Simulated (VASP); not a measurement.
Here is a VASP 6.6.1 calculation.

INCAR

```
  PREC = Accurate
  ENCUT = 500
  EDIFF = 1E-6
  ISMEAR = 0
  SIGMA = 0.1
  LREAL = False
  LASPH = True
  NELM = 120
  ALGO = Normal
  ISIF = 2
  LWAVE = False
  LCHARG = False
  GGA = PS
  NBANDS = 8
  GGA_COMPAT = False
```

File KPOINTS:

```
regular mesh
0
Gamma
  8 8 8
```

Contents of POSCAR:

```
Sb
1.0
    5.2808284840      0.0000000000      0.0000000000
    0.0000000000      5.2808284840      0.0000000000
    0.0000000000      0.0000000000      5.4107142271
Sb
1
Direct
    0.0000000000      0.0000000000      0.0000000000
```

Potentials or basis: VASP PAW PBE potentials, release 64 (Sb).

The run is started by

```console
$ cat potpaw_PBE.64/Sb/POTCAR > POTCAR
$ mpirun -np 1 vasp_std > vasp.out
```

Problem. Estimate the pressure.

Solution. -1.4 GPa.

Problem. Predict the band gap on the k mesh.

Solution. Zero (an odd number of electrons rules out a gap without spin polarisation).

Stress tensor (GPa, compression positive):
```
-1.48  0.00  0.00
 0.00 -1.48  0.00
 0.00  0.00 -1.31
```

Caveat: the cell differs from its parent crystal (P replaced by Sb, lengths x 1.179, strained); the PAW data sets were made with another functional, which shifts forces and pressure a little; spin-orbit coupling is left out, which moves the levels of the heavy elements.
